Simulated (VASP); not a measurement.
Input of a VASP 6.6.1 run:

The input INCAR:

```
SYSTEM = Ag
PREC     = Accurate       ! precision mode
ENCUT    = 520            ! plane-wave cutoff, eV
EDIFF    = 1E-6           ! SCF threshold, eV
ISMEAR   = -1             ! smearing method
SIGMA    = 0.05           ! smearing width, eV
LREAL    = .FALSE.        ! projectors in reciprocal space
LASPH    = .TRUE.         ! aspherical terms in the spheres
NELM     = 60             ! most SCF steps
ALGO     = Normal         ! electronic algorithm
ISIF     = 2              ! what is computed and relaxed
LWAVE    = .FALSE.        ! write WAVECAR
LCHARG   = .FALSE.        ! write CHGCAR
GGA      = PE             ! functional
NBANDS   = 18             ! bands
```

File KPOINTS:

```
regular mesh
0
G
  18 18 10
  0 0 0
```

File POSCAR:

```
Ag
1.0
    2.9874655697      0.0000000000      0.0000000000
   -1.4937327848      2.5872210763      0.0000000000
    0.0000000000      0.0000000000      4.8839454194
Ag
2
Direct
    0.3333333333      0.6666666667      0.2500000000
    0.6666666667      0.3333333333      0.7500000000
```

Potentials or basis: VASP PAW PBE potentials, release 64 (Ag).

Launch:

```sh
$ cat potpaw_PBE.64/Ag/POTCAR > POTCAR
$ mpirun -np 1 vasp_std > vasp.out
```

(1) What does it give for the band gap on the k mesh?

(2) Estimate the pressure.

Results:

(1) zero (bands 11 and 12 overlap by 7.16 eV).

(2) -4.2 GPa.

Caveat: the cell stands under tension.
